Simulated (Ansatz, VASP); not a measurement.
Two plane-wave programs on Zr2MnN2

```
Zr Mn N
1.0
     1.90745    1.10127    5.84421
    -1.90745    1.10127    5.84421
     0.00000   -2.20254    5.84421
Zr Mn N
2 1 2
Direct
  0.23420 0.23420 0.23420
  0.76580 0.76580 0.76580
  0.00000 0.00000 0.00000
  0.89183 0.89183 0.89183
  0.10817 0.10817 0.10817
```

Alike in both runs: functional PBE; k mesh 12 × 12 × 12; occupations gaussian, width 0.1 eV; collinear spin.

Ansatz relaxed the structure, and its values are those at the end. VASP's run is a single point on that final structure, the one shown.

|  | VASP | Ansatz |
| --- | --- | --- |
| version | VASP 6.6.1 | Ansatz 0.2.0 |
| potentials or method | VASP PAW PBE potentials, release 64 (Zr_sv, Mn_pv, N), cutoff 600 eV | scalar-relativistic, plane waves, PAW |
| valence electrons in the cell | 47 | 49 |

```tsv
	VASP	Ansatz	Ansatz less VASP
gap on the k mesh at the Fermi level (eV)	none	none	-
pressure (GPa)	0.2	0.0	-0.18
rms of the force components (eV/Å)	0.018	0.001	-0.0171
net moment per atom (μB)	0.41	0.41	0.000
size of the moment on the site where the two differ most (μB)	2.36	2.01	-0.344
```

Site moments also hang on the region over which each program counts them. A gap of «none» marks a metal or a gap that the smearing closes. The functional is the same, so the differences come from potentials, cutoffs and numerics. VASP's potentials hold 47 valence electrons a cell and Ansatz's 49, so a difference there can come from the potentials and not from the codes.
